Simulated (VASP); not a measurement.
# Be16I in VASP: a series of runs

The runs below take Be16I through single point, with PBEsol.

All numbers are computed with VASP 6.6.1; they aren't measurements. Logs are shortened: lines on timing, memory, paths and dates and some standing lists are left out, and cuts for length are marked.

## 1. The cell of the first run

The cell holds a slab with vacuum, 17 atoms: a = 4.580 Å, b = 4.580 Å, c = 17.383 Å, α = 90.00°, β = 90.00°, γ = 60.00°.

## 2. Single point, PBEsol

INCAR reads:

```
PREC     = Accurate       # precision mode
ENCUT    = 520            # plane-wave cutoff, eV
EDIFF    = 1E-6           # SCF threshold, eV
ISMEAR   = 0              # smearing method
SIGMA    = 0.15           # smearing width, eV
LREAL    = Auto         
LASPH    = True           # aspherical terms in the spheres
NELM     = 80             # most SCF steps
ALGO     = Normal         # electronic algorithm
ISIF     = 2              # what is computed and relaxed
LWAVE    = False          # write WAVECAR
LCHARG   = False          # write CHGCAR
GGA      = PS             # functional
NBANDS   = 34             # bands
```

KPOINTS reads:

```
regular mesh
0
Gamma
  4 4 1
```

POSCAR reads:

```
Be16I
1.0
    4.5800000000      0.0000000000      0.0000000000
    2.2900000000      3.9663960000      0.0000000000
    0.0000000000      0.0000000000     17.3826450000
Be I
16 1
Direct
   -0.1666667000      0.3333333000      0.0575286000
    0.3333333000      0.3333333000      0.0575286000
   -0.1666667000      0.8333333000      0.0575286000
    0.3333333000      0.8333333000      0.0575286000
   -0.0007969373      0.0014958309      0.1602930588
    0.4999353171      0.0000319828      0.1594321324
   -0.0007978572      0.4993049899      0.1602919578
    0.5014941857      0.4992554177      0.1603207915
   -0.1667884830      0.3334014444      0.2647817914
    0.3340608834      0.3317535133      0.2617156538
   -0.1684352627      0.8342175385      0.2616674165
    0.3340637823      0.8341883217      0.2617165391
    0.0055986724     -0.0112925663      0.3662555303
    0.5001788033     -0.0000857095      0.3582670596
    0.0055937762      0.5056854051      0.3662645309
    0.4891772348      0.5054114846      0.3663101792
   -0.1658899644      0.3328697899      0.4888916925
```

Potentials or basis: VASP PAW PBE potentials, release 64 (Be, I).

On the command line:

```bash
$ cat potpaw_PBE.64/Be/POTCAR potpaw_PBE.64/I/POTCAR > POTCAR
$ mpirun -np 1 vasp_std > vasp.out
```

OUTCAR:

```text
PREC = Accurate
   ENCUT = 520
   EDIFF = 1E-6
   ISMEAR = 0
   LREAL = Auto
   LASPH = True
   NELM = 80
   ISIF = 2
   GGA = PS

 ion  position               nearest neighbor table
   1  0.833  0.333  0.058-   7 2.22   5 2.22   8 2.22   3 2.29   3 2.29   4 2.29   4 2.29   2 2.29
                             2 2.29
   2  0.333  0.333  0.058-   6 2.21   7 2.22   8 2.22   4 2.29   3 2.29   4 2.29   3 2.29   1 2.29
                             1 2.29
   3  0.833  0.833  0.058-   6 2.21   7 2.22   5 2.22   1 2.29   1 2.29   2 2.29   2 2.29   4 2.29
                             4 2.29
   4  0.333  0.833  0.058-   6 2.21   5 2.22   8 2.22   2 2.29   1 2.29   2 2.29   1 2.29   3 2.29
                             3 2.29
   5  0.999  0.001  0.160-  11 2.21  12 2.21   1 2.22   3 2.22   4 2.22   9 2.24   8 2.28   7 2.28
                             6 2.29   6 2.29   7 2.30   8 2.30
   6  0.500  0.000  0.159-   4 2.21   2 2.21   3 2.21  11 2.21  12 2.21  10 2.21   7 2.29   8 2.29
                             5 2.29   5 2.29   7 2.29   8 2.29
   7  0.999  0.499  0.160-  11 2.21  10 2.21   1 2.22   3 2.22   2 2.22   9 2.24   8 2.28   5 2.28
                             6 2.29   6 2.29   5 2.30   8 2.30
   8  0.501  0.499  0.160-  10 2.21  12 2.21   1 2.22   4 2.22   2 2.22   9 2.24   7 2.28   5 2.28
                             6 2.29   6 2.29   5 2.30   7 2.30
   9  0.833  0.333  0.265-  16 2.23  13 2.23  15 2.23   8 2.24   7 2.24   5 2.24  12 2.29  10 2.29
                            11 2.29  11 2.29  10 2.29  12 2.29
  10  0.334  0.332  0.262-  14 2.13   8 2.21   7 2.21   6 2.21  15 2.24  16 2.24  11 2.28  12 2.28
                             9 2.29   9 2.29  12 2.30  11 2.30
  11  0.832  0.834  0.262-  14 2.13   5 2.21   7 2.21   6 2.21  13 2.24  15 2.24  12 2.28  10 2.28
                             9 2.29   9 2.29  10 2.30  12 2.30
  12  0.334  0.834  0.262-  14 2.13   8 2.21   5 2.21   6 2.21  13 2.24  16 2.24  11 2.28  10 2.28
                             9 2.29   9 2.29  10 2.30  11 2.30
  13  0.006  0.989  0.366-  15 2.21  16 2.21   9 2.23  12 2.24  11 2.24  14 2.29  14 2.30  16 2.37
                            15 2.37  17 2.53
  14  0.500  1.000  0.358-  11 2.13  12 2.13  10 2.13  13 2.29  15 2.29  16 2.29  16 2.29  15 2.30
                            13 2.30
  15  0.006  0.506  0.366-  13 2.21  16 2.21   9 2.23  10 2.24  11 2.24  14 2.29  14 2.30  16 2.37
                            13 2.37  17 2.53
  16  0.489  0.505  0.366-  13 2.21  15 2.21   9 2.23  12 2.24  10 2.24  14 2.29  14 2.29  15 2.37
                            13 2.37  17 2.53
  17  0.834  0.333  0.489-  13 2.53  15 2.53  16 2.53

  LATTYP: Found a hexagonal cell.
 ALAT       =     4.5799996975
 C/A-ratio  =     3.7953375869

  Lattice vectors:

 A1 = (  -2.2900000000,  -3.9663960000,   0.0000000000)
 A2 = (   4.5800000000,   0.0000000000,   0.0000000000)
 A3 = (   0.0000000000,   0.0000000000,  17.3826450000)

Analysis of symmetry for initial positions (statically):
=====================================================================
 Subroutine PRICEL returns:
 Original cell was already a primitive cell.

 Routine SETGRP: Setting up the symmetry group for a
 hexagonal supercell.

 Subroutine GETGRP returns: Found  1 space group operations
 (whereof  1 operations were pure point group operations)
 out of a pool of 24 trial point group operations.

The static configuration has the point symmetry C_1 .

Analysis of symmetry for dynamics (positions and initial velocities):
=====================================================================
 Subroutine PRICEL returns:
 Original cell was already a primitive cell.

 Routine SETGRP: Setting up the symmetry group for a
 hexagonal supercell.

 Subroutine GETGRP returns: Found  1 space group operations
 (whereof  1 operations were pure point group operations)
 out of a pool of 24 trial point group operations.

The dynamic configuration has the point symmetry C_1 .

 Subroutine INISYM returns: Found  1 space group operations
 (whereof  1 operations are pure point group operations),
 and found     1 'primitive' translations

----------------------------------------------------------------------------------------

                                     Primitive cell

  volume of cell :     315.7748

  direct lattice vectors                    reciprocal lattice vectors
     4.580000000  0.000000000  0.000000000     0.218340611 -0.126059022  0.000000000
     2.290000000  3.966396000  0.000000000     0.000000000  0.252118044  0.000000000
[... 54 lines left out ...]
  Cartesian coordinates                     Fractional coordinates (reciprocal lattice)
     0.054585153 -0.031514755  0.000000000     0.250000000  0.000000000  0.000000000
     0.000000000  0.063029511  0.000000000     0.000000000  0.250000000  0.000000000
     0.000000000  0.000000000  0.057528644     0.000000000  0.000000000  1.000000000

  Length of vectors
     0.063029507  0.063029511  0.057528644

  Shift w.r.t. Gamma in fractional coordinates (k-lattice)
     0.000000000  0.000000000  0.000000000

 Subroutine IBZKPT returns following result:
 ===========================================

 Found     10 irreducible k-points:

 Following reciprocal coordinates:
            Coordinates               Weight
  0.000000  0.000000  0.000000      1.000000
  0.250000  0.000000  0.000000      2.000000
  0.250000  0.250000  0.000000      2.000000
  0.000000  0.250000  0.000000      2.000000
  0.500000  0.000000  0.000000      1.000000
  0.500000  0.500000  0.000000      1.000000
  0.000000  0.500000  0.000000      1.000000
  0.500000  0.250000  0.000000      2.000000
  0.250000  0.500000  0.000000      2.000000
 -0.250000  0.250000  0.000000      2.000000
   k-points           NKPTS =     10   k-points in BZ     NKDIM =     10   number of bands    NBANDS=     34
   number of dos      NEDOS =    301   number of ions     NIONS =     17
   total plane-waves  NPLWV = 181440
   dimension x,y,z NGX =    36 NGY =   36 NGZ =  140
   dimension x,y,z NGXF=    72 NGYF=   72 NGZF=  280
   ions per type =              16   1
   NGX,Y,Z   is equivalent  to a cutoff of  13.07, 13.07, 13.39 a.u.
   NGXF,Y,Z  is equivalent  to a cutoff of  26.13, 26.13, 26.78 a.u.
 SYSTEM =  unknown system
   PREC   = accura    normal or accurate (medium, high low for compatibility)
   ISTART =      0    job   : 0-new  1-cont  2-samecut
   ICHARG =      2    charge: 1-file 2-atom 10-const
   ISPIN  =      1    spin polarized calculation?
   LNONCOLLINEAR =      F non collinear calculations
   LSORBIT =      F    spin-orbit coupling
   LASPH  =      T    aspherical Exc in radial PAW
   ENCUT  =  520.0 eV  38.22 Ry    6.18 a.u.   8.52  8.52 32.32*2*pi/ulx,y,z
   NELM   =     80;   NELMIN=  2; NELMDL= -5     # of ELM steps
   EDIFF  = 0.1E-05   stopping-criterion for ELM
   LREAL  =      T    real-space projection
   EDIFFG = 0.1E-04   stopping-criterion for IOM
   NSW    =      0    number of steps for IOM
   IBRION =     -1    ionic relax: 0-MD 1-quasi-New 2-CG
   NFREE  =      0    steps in history (QN), initial steepest desc. (CG)
   ISIF   =      2    stress and relaxation
   ISYM   =      2    0-nonsym 1-usesym 2-fastsym
   POTIM  = 0.5000    time-step for ionic-motion
   TEBEG  =    0.0;   TEEND  =   0.0 temperature during run
   PSTRESS=    0.0 pullay stress
   NELECT =      39.0000    total number of electrons
   NUPDOWN=      -1.0000    fix difference up-down
   EMIN   =  10.00;   EMAX   =-10.00  energy-range for DOS
   EFERMI =   0.00;   METHOD = LEGACY
   ISMEAR =     0;   SIGMA  =   0.15  broadening in eV -4-tet -1-fermi 0-gaus
   EFERMI_NEDOS =   21; number of points for ismear=-14 and -15
   IALGO  =     38    algorithm
   IMIX   =      4    mixing-type and parameters
     AMIX     =   0.40;   BMIX     =  1.00
     AMIX_MAG =   1.60;   BMIX_MAG =  1.00
  volume/ion in A,a.u.               =      18.57       125.35
  Fermi-wavevector in a.u.,A,eV,Ry     =   0.815275  1.540646  9.043420  0.664673
  Thomas-Fermi vector in A             =   1.925333
   LORBIT       =      0    0 simple, 1 ext, 2 COOP (PROOUT), +10 PAW based schemes
   GGA     = PS    functional components
   LHFCALC =     F    Hartree Fock is set to
   AEXX    =    0.0000 exact exchange contribution
   IVDW    =     0    specifies the selected vdW correction
   LEPSILON=     F    determine dielectric tensor
   LRPA    =     F    only Hartree local field effects (RPA)
 non-spin polarized calculation
 Gauss-broadening in eV      SIGMA  =   0.15
  energy-cutoff  :      520.00
  volume of cell :      315.77
 maximum number of plane-waves:      8615
 NGX is ok and might be reduce to    36
   NGX = 17   NGY = 17   NGZ = 65

 number of electron      39.0000000 magnetization

 Free energy of the ion-electron system (eV)
  ---------------------------------------------------
  ext. energy  EPLUGINS =         0.00000000
  ---------------------------------------------------
  free energy    TOTEN  =       -62.37633765 eV

  energy without entropy =      -62.34138425  energy(sigma->0) =      -62.35886095

 E-fermi :   0.9813     XC(G=0):  -6.3346

 val. band max:        0.9317827097   @ k =  -0.2500   0.2500   0.0000
 cond. band min:       1.1464848075   @ k =   0.0000   0.0000   0.0000
 fundamental gap:      0.2147020977
 Fermi energy:         0.9812559536

 k-point     1 :       0.0000    0.0000    0.0000
  band No.  band energies     occupation
      1     -13.0179      2.00000
      2      -9.1298      2.00000
      3      -7.7028      2.00000
      4      -5.6998      2.00000
      5      -4.0373      2.00000
      6      -3.0368      2.00000
[... 329 lines left out ...]
     30       6.0312      0.00000
     31       6.5988      0.00000
 [bands above 31 left out]

------------------------ aborting loop because EDIFF is reached ----------------------------------------

  FORCE on cell =-STRESS in cart. coord.  units (eV):
  Direction    XX          YY          ZZ          XY          YZ          ZX
  --------------------------------------------------------------------------------------
  -------------------------------------------------------------------------------------
  Total       -6.2587539     -6.2600303      0.2606591     -0.0014047      0.0088533     -0.0128036
  in kB      -31.7556528    -31.7621293      1.3225318     -0.0071271      0.0449198     -0.0649628
  external PRESSURE =     -20.7317501 kB  Pullay stress =       0.0000000 kB

 VOLUME and BASIS-vectors are now :
 -----------------------------------------------------------------------------
  energy-cutoff  :      520.00
  volume of cell :      315.77
      direct lattice vectors                 reciprocal lattice vectors
     4.580000000  0.000000000  0.000000000     0.218340611 -0.126059022  0.000000000
     2.290000000  3.966396000  0.000000000     0.000000000  0.252118044  0.000000000
     0.000000000  0.000000000 17.382645000     0.000000000  0.000000000  0.057528644

 POSITION                                       TOTAL-FORCE (eV/Angst)
 -----------------------------------------------------------------------------------
      4.58000      1.32213      1.00000        -0.000680      0.000387     -0.029052
      2.29000      1.32213      1.00000         0.000218      0.070155     -0.007794
      5.72500      3.30533      1.00000         0.059507     -0.034345     -0.009315
      3.43500      3.30533      1.00000        -0.060646     -0.035254     -0.007790
      4.57978      0.00593      2.78632         0.001623      0.000799      0.001745
      2.28978      0.00013      2.77135        -0.000282      0.000227      0.001113
[... 9 lines left out ...]
      3.39782      2.00466      6.36744        -0.001843      0.001018      0.006458
      4.58250      1.32029      8.49823        -0.001915      0.001923      0.017601
 -----------------------------------------------------------------------------------
    total drift:                                0.000578     -0.000104      0.002135

  FREE ENERGIE OF THE ION-ELECTRON SYSTEM (eV)
  ---------------------------------------------------
  free  energy   TOTEN  =       -62.3763376541 eV

  energy  without entropy=      -62.3413842474  energy(sigma->0) =      -62.35886095
```

Run time: 5.6 min. Hardware: 1 thread of Intel Xeon 6975P-C, shared host; peak memory 0.44 GiB.

What came out:

```yaml
Free_energy: -62.3763 eV
Largest_force: 0.071 eV/Å
```

Forces on the atoms (eV/Å):
```
Be  -0.001  0.000 -0.029
Be   0.000  0.070 -0.008
Be   0.060 -0.034 -0.009
Be  -0.061 -0.035 -0.008
Be   0.002  0.001  0.002
Be   0.000  0.000  0.001
Be   0.000 -0.002  0.002
Be  -0.001  0.001 -0.001
Be   0.003 -0.002  0.000
Be   0.001  0.000 -0.003
Be   0.004 -0.002 -0.002
Be   0.000 -0.001 -0.003
Be   0.003  0.006  0.010
Be  -0.003  0.001  0.014
Be  -0.004 -0.006  0.009
Be  -0.002  0.001  0.006
I   -0.002  0.002  0.018
```

Levels at points of the mesh, in eV from the Fermi level:
```tsv
k point	band 18	band 19	band 20	band 21	band 22	band 23
(0.00, 0.00, 0.00)	-1.68	-1.65	-1.65	0.17	2.62	2.71
(0.50, 0.00, 0.00)	-0.58	0.36	0.56	0.89	1.96	2.71
(0.50, 0.50, 0.00)	-0.58	0.36	0.56	0.89	1.96	2.71
(0.00, 0.50, 0.00)	-0.58	0.36	0.56	0.89	1.96	2.71
```

Caveat: the k points lie up to 0.40 Å⁻¹ apart; the PAW data sets were made with another functional, which shifts forces and pressure a little; spin-orbit coupling is left out, which moves the levels of the heavy elements; an odd number of electrons without spin polarisation forces a metal; a magnetic or distorted state may lie lower.

## 3. Single point, PBEsol

INCAR reads:

```
SYSTEM = Be16I
ALGO     = Normal         ! electronic algorithm
EDIFF    = 1E-6           ! SCF threshold, eV
ENCUT    = 520            ! plane-wave cutoff, eV
GGA      = PS             ! functional
ISIF     = 2              ! what is computed and relaxed
ISMEAR   = 0              ! smearing method
LASPH    = .True.         ! aspherical terms in the spheres
LCHARG   = .False.        ! write CHGCAR
LREAL    = Auto         
LWAVE    = .False.        ! write WAVECAR
NBANDS   = 34             ! bands
NELM     = 100            ! most SCF steps
PREC     = Accurate       ! precision mode
SIGMA    = 0.15           ! smearing width, eV
```

KPOINTS reads:

```
k-points
0
Gamma
  4 4 1
  0 0 0
```

POSCAR reads:

```
Be16I
1.0
    4.5800000000      0.0000000000      0.0000000000
    2.2900000000      3.9663960000      0.0000000000
    0.0000000000      0.0000000000     17.3826450000
Be I
16 1
Direct
   -0.1666666667      0.3333333333      0.0575285867
    0.3333333333      0.3333333333      0.0575285867
   -0.1666666667      0.8333333333      0.0575285867
    0.3333333333      0.8333333333      0.0575285867
   -0.0007970348      0.0014958164      0.1602930394
    0.4999353005      0.0000320190      0.1594321232
   -0.0007978701      0.4993049106      0.1602919464
    0.5014940864      0.4992554954      0.1603207682
   -0.1667884755      0.3334014052      0.2647817982
    0.3340607737      0.3317535617      0.2617156365
   -0.1684351749      0.8342175113      0.2616674275
    0.3340637275      0.8341882656      0.2617165569
    0.0055987114     -0.0112926193      0.3662555382
    0.5001788863     -0.0000857201      0.3582670531
    0.0055937059      0.5056855140      0.3662645127
    0.4891772386      0.5054114617      0.3663101904
   -0.1658898660      0.3328696883      0.4888917078
```

Potentials or basis: VASP PAW PBE potentials, release 64 (Be, I).

On the command line:

```bash
$ cat potpaw_PBE.64/Be/POTCAR potpaw_PBE.64/I/POTCAR > POTCAR
$ mpirun -np 1 vasp_std > vasp.out
```

Run time: 5.4 min. Hardware: 1 thread of Intel Xeon 6975P-C, shared host; peak memory 0.44 GiB.

Results (log left out):

```yaml
Free_energy: -62.3763 eV
Largest_force: 0.071 eV/Å
```

Forces on the atoms (eV/Å):
```
Be  -0.001  0.000 -0.029
Be   0.000  0.070 -0.008
Be   0.060 -0.034 -0.009
Be  -0.061 -0.035 -0.008
Be   0.002  0.001  0.002
Be   0.000  0.000  0.001
Be   0.000 -0.002  0.002
Be  -0.001  0.001 -0.001
Be   0.003 -0.002  0.000
Be   0.001  0.000 -0.003
Be   0.004 -0.002 -0.002
Be   0.000 -0.001 -0.003
Be   0.003  0.006  0.010
Be  -0.003  0.001  0.014
Be  -0.004 -0.006  0.009
Be  -0.002  0.001  0.006
I   -0.002  0.002  0.018
```

Levels at points of the mesh, in eV from the Fermi level:
```tsv
k point	band 17	band 18	band 19	band 20	band 21	band 22	band 23	band 24
(0.00, 0.00, 0.00)	-2.17	-1.68	-1.65	-1.65	0.17	2.62	2.71	2.71
(0.50, 0.00, 0.00)	-0.98	-0.58	0.36	0.56	0.89	1.96	2.71	2.77
(0.50, 0.50, 0.00)	-0.98	-0.58	0.36	0.56	0.89	1.96	2.71	2.77
(0.00, 0.50, 0.00)	-0.98	-0.58	0.36	0.56	0.89	1.96	2.71	2.77
```

Caveat: the k points lie up to 0.40 Å⁻¹ apart; the PAW data sets were made with another functional, which shifts forces and pressure a little; spin-orbit coupling is left out, which moves the levels of the heavy elements; an odd number of electrons without spin polarisation forces a metal; a magnetic or distorted state may lie lower.

(Continued in part 2 of 2.)
